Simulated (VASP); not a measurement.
CaO, 16 atoms in the cell. The cell holds a slab with vacuum, 16 atoms: a = 6.940 Å, b = 6.940 Å, c = 17.250 Å, α = 90.00°, β = 90.00°, γ = 60.00°. 

| Property | Result |
| --- | --- |
| Program | VASP 6.6.1 |
| Task | single point |
| Functional | PBE |
| Potentials or basis | VASP PAW PBE potentials, release 64 (Ca_sv, O) |
| Cutoff | 520 eV |
| k mesh | 2 × 2 × 1 |
| Occupations | fermi-dirac, width 0.05 eV |
| Spin | no spin polarisation |
| Dipole correction | no |
| Further INCAR settings | LREAL = Auto; ALGO = Normal; EDIFF = 1e-06; NBANDS = 78 |

Potentials or basis: VASP PAW PBE potentials, release 64 (Ca_sv, O).

Command:

```sh
$ cat potpaw_PBE.64/Ca_sv/POTCAR potpaw_PBE.64/O/POTCAR > POTCAR
$ mpirun -np 1 vasp_std > vasp.out
```

Hardware: 1 thread of AMD EPYC 9R45 96-Core Processor (Zen 5), on a shared host.

**Question.** Estimate the wall time of this run.

**Answer.** It took 6.7 min on 1 thread of AMD EPYC 9R45 96-Core Processor (Zen 5), on a shared host, peak memory 0.74 GiB. Counts: scf iterations 25, k points 4.
